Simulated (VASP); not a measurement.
Input of a VASP 6.6.1 run:

INCAR

```
PREC = Accurate
ENCUT = 520
EDIFF = 1E-8
ISMEAR = -1
SIGMA = 0.03
LREAL = False
LASPH = True
NELM = 100
ALGO = Normal
ISIF = 2
LWAVE = False
LCHARG = False
GGA = PE
LEFG = True
NBANDS = 11
```

The input KPOINTS:

```
Automatic mesh
0
Gamma
  9 9 9
```

The input POSCAR:

```
NaH
1.0
    0.0000000000      2.4236236676      2.4236236676
    2.4236236676      0.0000000000      2.4236236676
    2.4236236676      2.4236236676      0.0000000000
Na H
1 1
Direct
    0.0000000000      0.0000000000      0.0000000000
    0.5000000000      0.5000000000      0.5000000000
```

Potentials or basis: VASP PAW PBE potentials, release 64 (Na_pv, H).

Launch:

```sh
$ cat potpaw_PBE.64/Na_pv/POTCAR potpaw_PBE.64/H/POTCAR > POTCAR
$ mpirun -np 1 vasp_std > vasp.out
```

**Question.** Predict the band gap on the k mesh.

**Answer.** 4.05 eV (least direct gap 4.75 eV).

**Question.** Predict the pressure.

**Answer.** -0.2 GPa.

Caveat: an odd mesh through Γ misses points on the zone boundary, where band edges can lie.
